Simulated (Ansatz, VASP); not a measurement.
Two plane-wave programs on Al3Se2

The input INCAR:

```
SYSTEM = Al3Se2
ALGO = Normal ; EDIFF = 1E-6
EDIFFG = -0.01 ; ENCUT = 600
GGA = PE ; IBRION = 2
ISIF = 3 ; ISMEAR = 0
LASPH = .TRUE. ; LCHARG = .FALSE.
LREAL = .FALSE. ; LWAVE = .FALSE.
NELM = 100 ; NSW = 100
PREC = Accurate ; SIGMA = 0.1
```

Contents of KPOINTS:

```
k-points
0
G
  6 6 10
  0 0 0
```

File POSCAR:

```
Al3Se2
1.0
    5.8591227202      0.0000000000      0.0000000000
   -2.9295613601      5.0741491196      0.0000000000
    0.0000000000      0.0000000000      3.5256853385
Al Se
3 2
Direct
    0.2845690258      0.0000000000      0.0000000000
    0.0000000000      0.2845690258      0.0000000000
    0.7154309742      0.7154309742      0.0000000000
    0.6666666667      0.3333333333      0.5000000000
    0.3333333333      0.6666666667      0.5000000000
```

Input for Ansatz:

```yaml
crystal:
  lattice:
    - [5.8591227202, 0.0, 0.0]
    - [-2.9295613601, 5.0741491196, 0.0]
    - [0.0, 0.0, 3.5256853385]
  atoms:
    - { symbol: Al, position: [0.2845690258, 0.0, 0.0] }
    - { symbol: Al, position: [0.0, 0.2845690258, 0.0] }
    - { symbol: Al, position: [0.7154309742, 0.7154309742, 0.0] }
    - { symbol: Se, position: [0.6666666667, 0.3333333333, 0.5] }
    - { symbol: Se, position: [0.3333333333, 0.6666666667, 0.5] }
basis:
  ecutwfc: 420
kpoints:
  mp_grid: { grid: [6, 6, 10] }
hamiltonian:
  xc: pbe
scf:
  occupations: { method: gaussian, width: 0.1 }
output:
  forces: true
  stress: true
  eigenvalues: true
  write_density: true
  write_potential: true
  elf: true
  volumetric_format: npy
relax:
  adjacent_minimum: "off"
  f_tol: 0.01
  max_steps: 80
  cell: { stress_tol: 0.05 }
```

Alike in both runs: task relaxation of cell and atoms; functional PBE; k mesh 6 × 6 × 10; occupations gaussian, width 0.1 eV; no spin polarisation.

|  | VASP | Ansatz |
| --- | --- | --- |
| version | VASP 6.6.1 | Ansatz 0.2.0 |
| potentials or method | VASP PAW PBE potentials, release 64 (Al, Se), cutoff 600 eV | scalar-relativistic, plane waves, PAW |
| valence electrons in the cell | 21 | 41 |

VASP gave:

| Item | Value |
| --- | --- |
| gap on the k mesh at the Fermi level, each at its own relaxed structure (eV) | none |
| relaxed volume (Å³/atom) | 20.80 |
| relaxed length of the cell vector where the two differ most in proportion (Å) | 5.822 |

Question: What did Ansatz give for the same quantities?

Answer: gap on the k mesh at the Fermi level, each at its own relaxed structure (eV): none; relaxed volume (Å³/atom): 20.80; relaxed length of the cell vector where the two differ most in proportion (Å): 5.821.

A gap of «none» marks a metal or a gap that the smearing closes. VASP's potentials hold 21 valence electrons a cell and Ansatz's 41, so a difference there can come from the potentials and not from the codes.

Noted on VASP's run: too few bands were computed for a metal, which touches its energy and stress.
